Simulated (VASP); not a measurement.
Input of a VASP 6.6.1 run:

File INCAR:

```
PREC = Accurate ; ENCUT = 520
EDIFF = 1E-7 ; ISMEAR = -1
SIGMA = 0.06122561905347299 ; LREAL = False
LASPH = True ; NELM = 100
ALGO = Normal ; ISIF = 2
LWAVE = False ; LCHARG = False
GGA = PE ; NBANDS = 13
```

Contents of KPOINTS:

```
regular mesh
0
Gamma
  21 21 21
```

Contents of POSCAR:

```
SO
1.0
    0.0000000000      2.2638235386      2.2638235386
    2.2638235386      0.0000000000      2.2638235386
    2.2638235386      2.2638235386      0.0000000000
S O
1 1
Direct
    0.0000000000      0.0000000000      0.0000000000
    0.5000000000      0.5000000000      0.5000000000
```

Potentials or basis: VASP PAW PBE potentials, release 64 (S, O).

Run with:

```sh
$ cat potpaw_PBE.64/S/POTCAR potpaw_PBE.64/O/POTCAR > POTCAR
$ mpirun -np 1 vasp_std > vasp.out
```

Task: Estimate the band gap on the k mesh.

Result: Zero (bands 6 and 7 overlap by 3.27 eV).

Task: Predict the pressure.

Result: 8.8 GPa.

Caveat: the cell stands under pressure.
